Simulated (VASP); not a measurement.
# Al (Im-3m) in VASP: further runs

Runs on Al. Level: PBE. Tasks: single point.

Program: VASP 6.6.1. These are calculated values, not measurements. Logs are shortened: lines on timing, memory, paths and dates and some standing lists are left out, and cuts for length are marked.

**1. The cell of the first run**

The structure is cubic, space group Im-3m (No. 229). The conventional cell has a = 3.182 Å, b = 3.182 Å, c = 3.182 Å, α = 90.00°, β = 90.00°, γ = 90.00°. Within 3.6 Å of Al (site symmetry m-3m) lie 14 Al at 2.76 to 3.18 Å.

**2. Single point, PBE**

File INCAR:

```
ALGO     = Normal         # electronic algorithm
EDIFF    = 1E-6           # SCF threshold, eV
ENCUT    = 500            # plane-wave cutoff, eV
GGA      = PE             # functional
GGA_COMPAT= F            
ISIF     = 2              # what is computed and relaxed
ISMEAR   = 1              # smearing method
LASPH    = T              # aspherical terms in the spheres
LCHARG   = F              # write CHGCAR
LREAL    = F              # projectors in reciprocal space
LWAVE    = F              # write WAVECAR
NBANDS   = 8              # bands
NELM     = 120            # most SCF steps
PREC     = Accurate       # precision mode
SIGMA    = 0.19           # smearing width, eV
```

File KPOINTS:

```
k-points
0
Gamma
  10 10 10
```

File POSCAR:

```
Al
1.0
   -1.5912186900      1.5912186900      1.5912186900
    1.5912186900     -1.5912186900      1.5912186900
    1.5912186900      1.5912186900     -1.5912186900
Al
1
Direct
    0.0000000000      0.0000000000      0.0000000000
```

Potentials or basis: VASP PAW PBE potentials, release 64 (Al).

Run with:

```bash
> cat potpaw_PBE.64/Al/POTCAR > POTCAR
> mpirun -np 1 vasp_std > vasp.out
```

OUTCAR:

```text
EDIFF = 1E-6
   ENCUT = 500
   GGA = PE
   ISIF = 2
   ISMEAR = 1
   LASPH = T
   LREAL = F
   NELM = 120
   PREC = Accurate

 ion  position               nearest neighbor table
   1  0.000  0.000  0.000-

  LATTYP: Found a body centered cubic cell.
 ALAT       =     3.1824373800

  Lattice vectors:

 A1 = (  -1.5912186900,   1.5912186900,   1.5912186900)
 A2 = (   1.5912186900,  -1.5912186900,   1.5912186900)
 A3 = (   1.5912186900,   1.5912186900,  -1.5912186900)

Analysis of symmetry for initial positions (statically):
=====================================================================
 Subroutine PRICEL returns:
 Original cell was already a primitive cell.

 Routine SETGRP: Setting up the symmetry group for a
 body centered cubic supercell.

 Subroutine GETGRP returns: Found 48 space group operations
 (whereof 48 operations were pure point group operations)
 out of a pool of 48 trial point group operations.

The static configuration has the point symmetry O_h .

Analysis of symmetry for dynamics (positions and initial velocities):
=====================================================================
 Subroutine PRICEL returns:
 Original cell was already a primitive cell.

 Routine SETGRP: Setting up the symmetry group for a
 body centered cubic supercell.

 Subroutine GETGRP returns: Found 48 space group operations
 (whereof 48 operations were pure point group operations)
 out of a pool of 48 trial point group operations.

The dynamic configuration has the point symmetry O_h .

 Subroutine INISYM returns: Found 48 space group operations
 (whereof 48 operations are pure point group operations),
 and found     1 'primitive' translations

----------------------------------------------------------------------------------------

                                     Primitive cell

  volume of cell :      16.1157

  direct lattice vectors                    reciprocal lattice vectors
    -1.591218690  1.591218690  1.591218690     0.000000000  0.314224565  0.314224565
     1.591218690 -1.591218690  1.591218690     0.314224565  0.000000000  0.314224565
     1.591218690  1.591218690 -1.591218690     0.314224565  0.314224565  0.000000000

  length of vectors
     2.756071617  2.756071617  2.756071617     0.444380641  0.444380641  0.444380641

  position of ions in fractional coordinates (direct lattice)
     0.000000000  0.000000000  0.000000000

  ion indices of the primitive-cell ions
   primitive index   ion index
                 1           1

----------------------------------------------------------------------------------------

 KPOINTS: k-points

Automatic generation of k-mesh.
 Grid dimensions read from file:
 generate k-points for:   10   10   10

 Generating k-lattice:

  Cartesian coordinates                     Fractional coordinates (reciprocal lattice)
     0.000000000  0.031422456  0.031422456     0.100000000  0.000000000  0.000000000
     0.031422456  0.000000000  0.031422456     0.000000000  0.100000000  0.000000000
     0.031422456  0.031422456  0.000000000     0.000000000  0.000000000  0.100000000

  Length of vectors
     0.044438064  0.044438064  0.044438064

  Shift w.r.t. Gamma in fractional coordinates (k-lattice)
     0.000000000  0.000000000  0.000000000

 Subroutine IBZKPT returns following result:
 ===========================================

 Found     47 irreducible k-points:

 Following reciprocal coordinates:
            Coordinates               Weight
  0.000000  0.000000  0.000000      1.000000
  0.100000  0.000000  0.000000     12.000000
  0.200000  0.000000  0.000000     12.000000
  0.300000  0.000000  0.000000     12.000000
  0.400000  0.000000  0.000000     12.000000
  0.500000  0.000000  0.000000      6.000000
[... 16 lines left out ...]
  0.300000  0.300000  0.100000      8.000000
 -0.300000  0.300000  0.100000     24.000000
 [... further k-points ...]
   k-points           NKPTS =     47   k-points in BZ     NKDIM =     47   number of bands    NBANDS=      8
   number of dos      NEDOS =    301   number of ions     NIONS =      1
   total plane-waves  NPLWV =   8000
   dimension x,y,z NGX =    20 NGY =   20 NGZ =   20
   dimension x,y,z NGXF=    40 NGYF=   40 NGZF=   40
   ions per type =               1
   NGX,Y,Z   is equivalent  to a cutoff of  12.06, 12.06, 12.06 a.u.
   NGXF,Y,Z  is equivalent  to a cutoff of  24.13, 24.13, 24.13 a.u.
 SYSTEM =  unknown system
   PREC   = accura    normal or accurate (medium, high low for compatibility)
   ISTART =      0    job   : 0-new  1-cont  2-samecut
   ICHARG =      2    charge: 1-file 2-atom 10-const
   ISPIN  =      1    spin polarized calculation?
   LNONCOLLINEAR =      F non collinear calculations
   LSORBIT =      F    spin-orbit coupling
   LASPH  =      T    aspherical Exc in radial PAW
   ENCUT  =  500.0 eV  36.75 Ry    6.06 a.u.   5.02  5.02  5.02*2*pi/ulx,y,z
   NELM   =    120;   NELMIN=  2; NELMDL= -5     # of ELM steps
   EDIFF  = 0.1E-05   stopping-criterion for ELM
   LREAL  =      F    real-space projection
   EDIFFG = 0.1E-04   stopping-criterion for IOM
   NSW    =      0    number of steps for IOM
   IBRION =     -1    ionic relax: 0-MD 1-quasi-New 2-CG
   NFREE  =      0    steps in history (QN), initial steepest desc. (CG)
   ISIF   =      2    stress and relaxation
   ISYM   =      2    0-nonsym 1-usesym 2-fastsym
   POTIM  = 0.5000    time-step for ionic-motion
   TEBEG  =    0.0;   TEEND  =   0.0 temperature during run
   PSTRESS=    0.0 pullay stress
   NELECT =       3.0000    total number of electrons
   NUPDOWN=      -1.0000    fix difference up-down
   EMIN   =  10.00;   EMAX   =-10.00  energy-range for DOS
   EFERMI =   0.00;   METHOD = LEGACY
   ISMEAR =     1;   SIGMA  =   0.19  broadening in eV -4-tet -1-fermi 0-gaus
   EFERMI_NEDOS =   21; number of points for ismear=-14 and -15
   IALGO  =     38    algorithm
   IMIX   =      4    mixing-type and parameters
     AMIX     =   0.40;   BMIX     =  1.00
     AMIX_MAG =   1.60;   BMIX_MAG =  1.00
  volume/ion in A,a.u.               =      16.12       108.75
  Fermi-wavevector in a.u.,A,eV,Ry     =   0.934757  1.766435 11.888371  0.873771
  Thomas-Fermi vector in A             =   2.061595
   LORBIT       =      0    0 simple, 1 ext, 2 COOP (PROOUT), +10 PAW based schemes
   GGA     = PE    functional components
   LHFCALC =     F    Hartree Fock is set to
   AEXX    =    0.0000 exact exchange contribution
   IVDW    =     0    specifies the selected vdW correction
   LEPSILON=     F    determine dielectric tensor
   LRPA    =     F    only Hartree local field effects (RPA)
 non-spin polarized calculation
 Methfessel and Paxton  Order N= 1 SIGMA  =   0.19
  energy-cutoff  :      500.00
  volume of cell :       16.12
 maximum number of plane-waves:       420
   NGX =  9   NGY =  9   NGZ =  9

 number of electron       3.0000000 magnetization

 Free energy of the ion-electron system (eV)
  ---------------------------------------------------
  ext. energy  EPLUGINS =         0.00000000
  ---------------------------------------------------
  free energy    TOTEN  =        -3.65489999 eV

  energy without entropy =       -3.65524285  energy(sigma->0) =       -3.65501428

 E-fermi :   8.2129     XC(G=0): -10.2860

 val. band max:        8.1690533694   @ k =   0.5000   0.5000   0.4000
 cond. band min:       8.2335042507   @ k =  -0.4000   0.4000   0.2000
 fundamental gap:      0.0644508814
 Fermi energy:         8.2129336182

 k-point     1 :       0.0000    0.0000    0.0000
  band No.  band energies     occupation
      1      -3.0446      2.00000
      2      21.6659      0.00000
      3      21.6659      0.00000
      4      21.6659      0.00000
      5      23.3071      0.00000
      6      23.3071      0.00000
      7      23.3071      0.00000
      8      24.7549      0.00000

 k-point     2 :       0.1000    0.0000    0.0000
  band No.  band energies     occupation
      1      -2.7524      2.00000
      2      18.8268      0.00000
      3      20.2226      0.00000
      4      20.6328      0.00000
      5      22.2032      0.00000
      6      23.2217      0.00000
      7      24.2600      0.00000
      8      24.9469      0.00000

 k-point     3 :       0.2000    0.0000    0.0000
  band No.  band energies     occupation
      1      -1.8794      2.00000
      2      14.6404      0.00000
      3      18.6497      0.00000
      4      18.9954      0.00000
      5      20.6196      0.00000
      6      21.8976      0.00000
      7      25.4949      0.00000
      8      25.6119      0.00000

 k-point     4 :       0.3000    0.0000    0.0000
  band No.  band energies     occupation
      1      -0.4366      2.00000
      2      10.6861     -0.00000
      3      17.5099      0.00000
      4      17.6762      0.00000
      5      19.3962      0.00000
      6      20.8302      0.00000
      7      26.7174      0.00000
      8      27.0835      0.00000

 k-point     5 :       0.4000    0.0000    0.0000
  band No.  band energies     occupation
      1       1.5573      2.00000
      2       7.1636      2.00000
      3      16.8265      0.00000
      4      16.8559      0.00000
      5      18.6476      0.00000
      6      20.1248      0.00000
      7      28.1662      0.00000
      8      29.0533      0.00000
[... 177 lines left out ...]
 k-point    22 :      -0.2000    0.2000    0.1000
  band No.  band energies     occupation
      1      -1.5896      2.00000
      2      14.8249      0.00000
      3      16.5393      0.00000
      4      18.9325      0.00000
      5      20.5718      0.00000
      6      21.5323      0.00000
      7      24.5434      0.00000
      8      27.1951      0.00000

 k-point    23 :       0.3000    0.3000    0.1000
  band No.  band energies     occupation
      1       6.2800      2.00000
      2       6.2800      2.00000
      3       7.2759      2.00000
      4      12.2028      0.00000
      5      27.5619      0.00000
      6      27.6261      0.00000
      7      27.6261      0.00000
      8      32.2511      0.00000

 k-point    24 :      -0.3000    0.3000    0.1000
  band No.  band energies     occupation
      1      -0.1497      2.00000
      2      10.9377     -0.00000
      3      15.2790      0.00000
      4      17.6822      0.00000
      5      20.4138      0.00000
      6      21.3505      0.00000
      7      23.9223      0.00000
      8      29.7960      0.00000

 [... further k-points ...]
[... 5 lines left out ...]
  --------------------------------------------------------------------------------------
  -------------------------------------------------------------------------------------
  Total        0.4362698      0.4362698      0.4362698      0.0000000      0.0000000     -0.0000000
  in kB       43.3726684     43.3726684     43.3726684      0.0000000      0.0000000     -0.0000000
  external PRESSURE =      43.3726684 kB  Pullay stress =       0.0000000 kB

 VOLUME and BASIS-vectors are now :
 -----------------------------------------------------------------------------
  energy-cutoff  :      500.00
  volume of cell :       16.12
      direct lattice vectors                 reciprocal lattice vectors
    -1.591218690  1.591218690  1.591218690     0.000000000  0.314224565  0.314224565
     1.591218690 -1.591218690  1.591218690     0.314224565  0.000000000  0.314224565
     1.591218690  1.591218690 -1.591218690     0.314224565  0.314224565  0.000000000

 POSITION                                       TOTAL-FORCE (eV/Angst)
 -----------------------------------------------------------------------------------
      0.00000      0.00000      0.00000        -0.000000      0.000000     -0.000000
 -----------------------------------------------------------------------------------
    total drift:                                0.000000      0.000000      0.000000

  FREE ENERGIE OF THE ION-ELECTRON SYSTEM (eV)
  ---------------------------------------------------
  free  energy   TOTEN  =        -3.6548999906 eV

  energy  without entropy=       -3.6552428509  energy(sigma->0) =       -3.65501428
```

It took 8.5 s on 1 thread of AMD EPYC 7R13, shared host; peak memory 0.09 GiB.

What came out:

* Free energy: -3.6549 eV
* Pressure: 4.3 GPa

Levels at points of the mesh, in eV from the Fermi level:
```csv
k point,band 1,band 2,band 3,band 4,band 5
"(0.00, 0.00, 0.00)",-11.26,13.45,13.45,13.45,15.09
"(0.50, 0.00, 0.00)",-4.37,-3.85,8.37,8.39,10.18
"(0.50, 0.50, 0.50)",1.95,1.95,1.95,2.99,2.99
```

**3. Single point, PBE**

File INCAR:

```
ALGO     = Normal         # electronic algorithm
EDIFF    = 1E-6           # SCF threshold, eV
ENCUT    = 500            # plane-wave cutoff, eV
GGA      = PE             # functional
GGA_COMPAT= F            
ISIF     = 2              # what is computed and relaxed
ISMEAR   = 0              # smearing method
LASPH    = T              # aspherical terms in the spheres
LCHARG   = T              # write CHGCAR
LELF     = T              # ELF
LREAL    = F              # projectors in reciprocal space
LVHAR    = T            
LWAVE    = F              # write WAVECAR
NBANDS   = 8              # bands
NELM     = 120            # most SCF steps
PREC     = Accurate       # precision mode
SIGMA    = 0.064          # smearing width, eV
```

File KPOINTS:

```
k-points
0
Gamma
  2 2 2
```

POSCAR is that of step 2.

Potentials or basis: VASP PAW PBE potentials, release 64 (Al).

Run with:

```bash
> cat potpaw_PBE.64/Al/POTCAR > POTCAR
> mpirun -np 1 vasp_std > vasp.out
```

It took 3.3 s on 1 thread of Intel Xeon 8259CL, shared host; peak memory 0.11 GiB.

The run converged. Its results:

- Free energy: -4.5571 eV
- Pressure: -1.0 GPa

Levels at points of the mesh, in eV from the Fermi level:
| k point | band 1 | band 2 | band 3 | band 4 |
| --- | --- | --- | --- | --- |
| (0.00, 0.00, 0.00) | -7.45 | 17.26 | 17.26 | 17.26 |
| (0.50, 0.00, 0.00) | -0.57 | -0.04 | 12.17 | 12.19 |
| (0.50, 0.50, 0.50) | 5.75 | 5.75 | 5.75 | 6.79 |

Caveat: the k points lie up to 1.40 Å⁻¹ apart.

**4. Single point, PBE**

This run uses another cell than the first one, of 20.95 Å³/atom, 1.300 times its volume.

File INCAR:

```
PREC     = Accurate       # precision mode
ENCUT    = 500            # plane-wave cutoff, eV
EDIFF    = 1E-6           # SCF threshold, eV
ISMEAR   = 0              # smearing method
SIGMA    = 0.1            # smearing width, eV
LREAL    = False          # projectors in reciprocal space
LASPH    = True           # aspherical terms in the spheres
NELM     = 120            # most SCF steps
ALGO     = Normal         # electronic algorithm
ISIF     = 2              # what is computed and relaxed
LWAVE    = False          # write WAVECAR
LCHARG   = False          # write CHGCAR
GGA      = PE             # functional
NBANDS   = 8              # bands
GGA_COMPAT= False
```

File KPOINTS:

```
Automatic mesh
0
Gamma
  2 2 2
```

File POSCAR:

```
Al
1.0
   -1.7366447537      1.7366447537      1.7366447537
    1.7366447537     -1.7366447537      1.7366447537
    1.7366447537      1.7366447537     -1.7366447537
Al
1
Direct
    0.0000000000      0.0000000000      0.0000000000
```

Run with:

```bash
> cat potpaw_PBE.64/Al/POTCAR > POTCAR
> mpirun -np 1 vasp_std > vasp.out
```

Wall time 3.2 s (1 thread of Intel Xeon 8259CL, shared host); peak memory 0.12 GiB.

The run converged. Its results:

```
Free energy : -4.3040 eV
Pressure    : -10.7 GPa
```

Levels at points of the mesh, in eV from the Fermi level:
```
           k point  band 1  band 2  band 3  band 4  band 5  band 6
(0.00, 0.00, 0.00)   -6.19   14.96   14.96   14.96   15.30   15.30
(0.50, 0.00, 0.00)   -0.25   -0.07    9.93   11.12   11.79   12.98
(0.50, 0.50, 0.50)    4.93    4.93    4.93    6.48    6.69    6.69
```

Caveat: the k points lie up to 1.28 Å⁻¹ apart.

**5. Overview**

```tsv
cell	k mesh	smearing	gap on the mesh (eV)	pressure (GPa)
a = 2.756 Å, angles 109.5°, 1 atom	10 × 10 × 10	methfessel-paxton 0.19 eV	none	4.3
a = 2.756 Å, angles 109.5°, 1 atom	2 × 2 × 2	gaussian 0.064 eV	none	-1.0
a = 3.008 Å, angles 109.5°, 1 atom	2 × 2 × 2	gaussian 0.1 eV	none	-10.7
```

Alike in all rows: task single point; level PBE; potentials or basis VASP PAW PBE potentials, release 64 (Al); no spin polarisation; cutoff (eV) 500.

Caveats: some runs use coarse meshes.

Total energies depend on the potentials used, so only differences within one code and one set of settings carry meaning.
